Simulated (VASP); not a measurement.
A run of VASP 6.6.1:

File INCAR:

```
SYSTEM = Al9O
PREC = Accurate
ENCUT = 520
EDIFF = 1E-7
ISMEAR = 0
SIGMA = 0.1
LREAL = .False.
LASPH = .True.
NELM = 120
ALGO = Normal
ISIF = 2
LWAVE = .False.
LCHARG = .False.
LDIPOL = .True.
IDIPOL = 3
DIPOL = 0.5 0.5 0.332
GGA = PE
IBRION = 2
NSW = 36
EDIFFG = -0.025
GGA_COMPAT = .False.
NELMIN = 4
NELMDL = -8
```

Contents of KPOINTS:

```
regular mesh
0
Gamma
  9 3 1
  0 0 0
```

POSCAR

```
Al9O
1.0
    2.8535431553      0.0000000000      0.0000000000
   -1.4267715776      9.7014842380      0.0000000000
    0.0000000000      0.0000000000     20.2903703519
Al O
9 1
Selective dynamics
Direct
    0.5324432082      0.0648864163      0.1971378506  F F F
    0.6709612116      0.3419224231      0.2462112388  F F F
    0.2986648122      0.5973296244      0.2560259164  F F F
    0.9263684129      0.8527368258      0.2658405940  F F F
    0.0639544186      0.1277109169      0.3154271774  F F F
    0.1995835202      0.4042231294      0.3707799915  F F F
    0.8288001075      0.6596656514      0.3785021758  F F F
    0.4526153831      0.9110819252      0.3874246337  F F F
    0.5924854486      0.1814072004      0.4332286794  F F F
    1.3424854486      0.9314072004      0.4668856000  F F T
```

Potentials or basis: VASP PAW PBE potentials, release 64 (Al, O).

The run is started by

```bash
$ cat potpaw_PBE.64/Al/POTCAR potpaw_PBE.64/O/POTCAR > POTCAR
$ mpirun -np 1 vasp_std > vasp.out
```

Hardware: 1 thread of Oxide Virtual Turin-like Processor (shared host).

Question: How long does it take, and how much memory?

Answer: Run time: 9.4 min on 1 thread of Oxide Virtual Turin-like Processor, with other jobs on the host, peak memory 0.72 GiB. Counts: scf iterations 56, k points 14, ion steps 3.
